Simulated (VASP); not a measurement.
# Mo: relaxation of cell and atoms with PBE

Mo:

```xyz
1
Lattice="2.5971 0.0000 0.0000 0.0000 2.5971 0.0000 0.0000 0.0000 2.5971" Properties=species:S:1:pos:R:3 pbc="T T T"
Mo    0.0000    0.0000    0.0000
```

* Program: VASP 6.6.1
* Task: relaxation of cell and atoms
* Functional: PBE
* Potentials or basis: VASP PAW PBE potentials, release 64 (Mo_sv)
* Cutoff: 600 eV
* k mesh: 22 × 22 × 22
* Occupations: gaussian, width 0.1 eV
* Spin: no spin polarisation
* Dipole correction: no
* Further INCAR settings: ALGO = Normal; EDIFF = 1e-06; IBRION = 2; EDIFFG = -0.01; NSW = 100; ISIF = 3

```
Relaxed volume                         : 17.60 Å³/atom
Relaxed cell                           : a = 2.601 Å, b = 2.601 Å, c = 2.601 Å, α = 90.00°, β = 90.00°, γ = 90.00°
Space group after relaxing (to 0.05 Å) : Pm-3m (No. 221)
Energy gained by relaxing              : 0.2 meV/atom
Ionic steps                            : 3
Pressure after relaxing                : 0.0 GPa
Band gap on the k mesh                 : zero (band 7 reaches 12.17 eV, above the bottom of band 8 at 9.66 eV)
```

The path:
```csv
step,energy change (eV),largest force (eV/Å),pressure (GPa),volume (Å³)
1,0.0000,0.0000,0.90,17.52
2,0.0007,0.0000,-1.76,17.77
3,-0.0002,0.0000,0.00,17.60
```

Final structure:
```cif
data_structure
_symmetry_space_group_name_H-M 'P 1'
_symmetry_Int_Tables_number 1
_cell_length_a 2.6011
_cell_length_b 2.6011
_cell_length_c 2.6011
_cell_angle_alpha 90.000
_cell_angle_beta 90.000
_cell_angle_gamma 90.000
_cell_volume 17.60
loop_
_atom_site_label
_atom_site_type_symbol
_atom_site_fract_x
_atom_site_fract_y
_atom_site_fract_z
_atom_site_occupancy
Mo1 Mo 0.00000 0.00000 0.00000 1
```

Levels at points of the mesh, in eV from the Fermi level:
```tsv
k point	band 4	band 5	band 6	band 7	band 8	band 9	band 10	band 11
(0.00, 0.00, 0.00)	-34.38	-6.48	-4.16	-4.16	3.82	3.82	3.82	15.47
(0.50, 0.00, 0.00)	-34.25	-3.48	-3.27	0.09	0.63	0.63	4.14	9.10
(0.50, 0.50, 0.00)	-34.12	-5.29	-2.26	1.28	1.28	5.76	5.76	6.04
(0.50, 0.50, 0.50)	-35.45	-3.72	-3.72	-3.72	6.26	6.26	7.73	12.75
```

It took 71 s on 1 thread of Intel Xeon 6975P-C, on a shared host, peak memory 0.22 GiB.
